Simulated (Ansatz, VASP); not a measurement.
# Ru5Rh in VASP and in Ansatz

The input INCAR:

```
PREC = Accurate ; ENCUT = 520
EDIFF = 1E-7 ; ISMEAR = -1
SIGMA = 0.1 ; LREAL = F
LASPH = T ; NELM = 100
ALGO = Normal ; ISIF = 2
LWAVE = F ; LCHARG = F
LDIPOL = T ; IDIPOL = 3
DIPOL = 0.5 0.5 0.500 ; NBANDS = 52
```

File KPOINTS:

```
regular mesh
0
Gamma
  14 9 1
```

Contents of POSCAR:

```
Ru5Rh
1.0
    2.6752164044      0.0000000000      0.0000000000
    0.0000000000      4.2244496844      0.0000000000
    0.0000000000      0.0000000000     21.4059000000
Ru Rh
5 1
Direct
    0.7500000000      0.7500000000      0.3798228800
    0.2500000000      0.2500000000      0.4094009660
    0.7500000000      0.2500000000      0.5169516878
    0.7500000000      0.7500000000      0.5905990341
    0.2500000000      0.2500000000      0.6201771202
    0.2500000000      0.7500000000      0.4830483120
```

Input for Ansatz:

```yaml
crystal:
  lattice:
    - [2.6752164044, 0.0, 0.0]
    - [0.0, 4.2244496844, 0.0]
    - [0.0, 0.0, 21.4059]
  atoms:
    - { symbol: Ru, position: [0.75, 0.75, 0.37982288] }
    - { symbol: Ru, position: [0.25, 0.25, 0.409400966] }
    - { symbol: Rh, position: [0.25, 0.75, 0.483048312] }
    - { symbol: Ru, position: [0.75, 0.25, 0.5169516878] }
    - { symbol: Ru, position: [0.75, 0.75, 0.5905990341] }
    - { symbol: Ru, position: [0.25, 0.25, 0.6201771202] }
kpoints:
  mp_grid: { grid: [14, 9, 1] }
scf:
  occupations: { method: fermi_dirac, width: 0.1 }
hamiltonian:
  xc: lda
  pseudopotentials: { kind: paw }
output:
  forces: true
  stress: true
  eigenvalues: true
efield:
  axis: 3
  amplitude: 0
  dipole_correction: true
```

Alike in both runs: task single point; functional LDA; k mesh 14 × 9 × 1; occupations fermi-dirac, width 0.1 eV; no spin polarisation.

|  | VASP | Ansatz |
| --- | --- | --- |
| version | VASP 6.6.1 | Ansatz 0.2.0 |
| potentials or method | VASP PAW LDA potentials, release 64 (Ru_pv, Rh_pv) | PAW with Ansatz's default frozen-core files, scalar-relativistic |
| plane-wave cutoff (eV) | 520 | 420 |
| valence electrons in the cell | 85 | 97 |

```csv
,VASP,Ansatz,Ansatz less VASP
rms of the force components (eV/Å),0.140,0.130,-0.0100
```

LDA's correlation is that of Perdew and Zunger in VASP and of Perdew and Wang (1992) in Ansatz. VASP's potentials hold 85 valence electrons a cell and Ansatz's 97, so a difference there can come from the potentials and not from the codes.
